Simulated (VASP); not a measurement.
# Cr2O3: single point with r2SCAN

Cr2O3:

```
Cr O
1.0
     2.43225    1.40426    4.45167
    -2.43225    1.40426    4.45167
     0.00000   -2.80852    4.45167
Cr O
4 6
Cartesian
  0.0000 0.0000 4.6369
  0.0000 0.0000 2.0406
  0.0000 0.0000 8.7182
  0.0000 0.0000 11.3144
  -0.9311 1.4043 7.7904
  -0.7506 -1.5085 7.7904
  1.6817 0.1042 7.7904
  0.9311 -1.4043 5.5646
  0.7506 1.5085 5.5646
  -1.6817 -0.1042 5.5646
```

| Item | Value |
| --- | --- |
| Program | VASP 6.6.1 |
| Task | single point |
| Functional | r2SCAN |
| Potentials or basis | VASP PAW PBE potentials, release 64 (Cr_pv, O) |
| Cutoff | 520 eV |
| k mesh | 4 × 4 × 4 |
| Occupations | gaussian, width 0.03 eV |
| Spin | collinear spin, ferromagnetic start |
| Starting moments | [3.0, 3.0, 3.0, 3.0, 0.0, 0.0, 0.0, 0.0, 0.0, 0.0] μB |
| Dipole correction | no |
| Further INCAR settings | ALGO = Normal; EDIFF = 1e-06; NBANDS = 57 |

* Pressure: 19.8 GPa
* Largest force: 0.705 eV/Å
* Band gap on the k mesh: 1.16 eV
* Net moment: 12.00 μB per cell
* Site moments: Cr +2.89; O +0.02 μB
* Valence electrons inside the program's atomic spheres: Cr 10.94; O 5.14

Forces on the atoms (eV/Å):
```
Cr   0.000  0.000  0.705
Cr   0.000  0.000 -0.705
Cr   0.000  0.000 -0.705
Cr   0.000  0.000  0.705
O   -0.269  0.000  0.000
O    0.135 -0.233  0.000
O    0.135  0.233  0.000
O    0.269  0.000  0.000
O   -0.135  0.233  0.000
O   -0.135 -0.233  0.000
```

Stress tensor (GPa, compression positive):
```
19.76  0.00  0.00
 0.00 19.76  0.00
 0.00  0.00 19.88
```

Levels at points of the mesh, in eV from the valence-band top:
Spin up:
```
           k point  band 44  band 45  band 46  band 47  band 48  band 49  band 50  band 51  band 52  band 53
(0.00, 0.00, 0.00)    -1.26    -0.50    -0.25    -0.25     0.00     1.16     1.17     1.18     1.18     2.14
(0.50, 0.00, 0.00)    -0.93    -0.67    -0.67    -0.49    -0.49     1.17     1.17     1.17     1.17     2.70
(0.50, 0.50, 0.00)    -0.96    -0.80    -0.45    -0.37    -0.30     1.17     1.17     1.17     1.17     2.03
(0.50, 0.50, 0.50)    -0.91    -0.74    -0.74    -0.74    -0.74     1.17     1.17     1.17     1.17     2.79
```
Spin down:
```tsv
k point	band 32	band 33	band 34	band 35	band 36	band 37	band 38	band 39	band 40	band 41
(0.00, 0.00, 0.00)	-3.67	-3.67	-2.83	-2.83	-2.75	1.73	2.28	2.28	2.65	2.65
(0.50, 0.00, 0.00)	-4.20	-4.01	-4.01	-3.00	-3.00	1.80	1.80	2.74	2.74	3.13
(0.50, 0.50, 0.00)	-3.95	-3.81	-3.77	-3.52	-3.01	1.74	1.94	2.21	2.24	2.85
(0.50, 0.50, 0.50)	-3.93	-3.54	-3.54	-3.54	-3.54	2.83	2.83	2.83	2.83	3.02
```

Wall time 21 min on 1 thread of Intel Xeon 8259CL, with other jobs on the host, peak memory 0.37 GiB.

Caveat: the cell stands under pressure; the PAW data sets were made with another functional, which shifts forces and pressure a little; the run started ferromagnetic, and an antiferromagnetic order may lie lower in energy. A k mesh can miss the band edges.
